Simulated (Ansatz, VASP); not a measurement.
One calculation of Ta, two programs

The input POSCAR:

```
Ta
1.0
   -1.6524577647      1.6524577647      1.6524577647
    1.6524577647     -1.6524577647      1.6524577647
    1.6524577647      1.6524577647     -1.6524577647
Ta
1
Direct
    0.0000000000      0.0000000000      0.0000000000
```

Contents of INCAR.step1:

```
SYSTEM = Ta
PREC = Accurate ; ENCUT = 600
ISMEAR = -1 ; SIGMA = 0.15
LREAL = .FALSE. ; LASPH = .TRUE.
NELM = 60 ; GGA = PE
ALGO = Normal ; EDIFF = 1E-4
LWAVE = .TRUE. ; LCHARG = .FALSE.
```

INCAR.step2

```
SYSTEM = Ta
PREC = Accurate ; ENCUT = 600
EDIFF = 1E-6 ; ISMEAR = -1
SIGMA = 0.15 ; LREAL = .FALSE.
LASPH = .TRUE. ; NELM = 60
ALGO = Normal ; ISIF = 3
LWAVE = .FALSE. ; LCHARG = .FALSE.
METAGGA = R2SCAN ; LMIXTAU = .TRUE.
IBRION = 2 ; NSW = 80
EDIFFG = -0.001 ; ISTART = 1
```

KPOINTS

```
Automatic mesh
0
G
  18 18 18
  0 0 0
```

Input for Ansatz:

```yaml
crystal:
  lattice:
    - [-1.6524577647, 1.6524577647, 1.6524577647]
    - [1.6524577647, -1.6524577647, 1.6524577647]
    - [1.6524577647, 1.6524577647, -1.6524577647]
  atoms:
    - { symbol: Ta, position: [0.0, 0.0, 0.0] }
basis:
  ecutwfc: 500
kpoints:
  mp_grid: { grid: [18, 18, 18] }
hamiltonian:
  xc: r2scan
  pseudopotentials: { kind: paw, azcp: { folder: soft_1 } }
scf:
  occupations: { method: fermi_dirac, width: 0.15 }
output:
  forces: true
  stress: true
  eigenvalues: true
relax:
  adjacent_minimum: "off"
  f_tol: 0.001
  max_steps: 60
  cell: { stress_tol: 0.01 }
```

Alike in both runs: task relaxation of cell and atoms; functional r2SCAN; k mesh 18 × 18 × 18; occupations fermi-dirac, width 0.15 eV; no spin polarisation.

```csv
,VASP,Ansatz
version,VASP 6.6.1,Ansatz 0.2.0
potentials or method,"VASP PAW PBE potentials, release 64 (Ta_pv), cutoff 600 eV","scalar-relativistic, plane waves, PAW"
valence electrons in the cell,11,13
```

|  | VASP | Ansatz | Ansatz less VASP |
| --- | --- | --- | --- |
| gap on the k mesh at the Fermi level, each at its own relaxed structure (eV) | none | none | - |
| relaxed volume (Å³/atom) | 18.14 | 18.09 | -0.050 |
| relaxed cell length with the largest relative difference (Å) | 2.867 | 2.864 | -0.0026 |

VASP's potentials were made for PBE, not for r2SCAN. A gap of «none» marks a metal or a gap that the smearing closes. VASP's potentials hold 11 valence electrons a cell and Ansatz's 13, so a difference there can come from the potentials and not from the codes.

Neither program's run includes spin-orbit coupling.
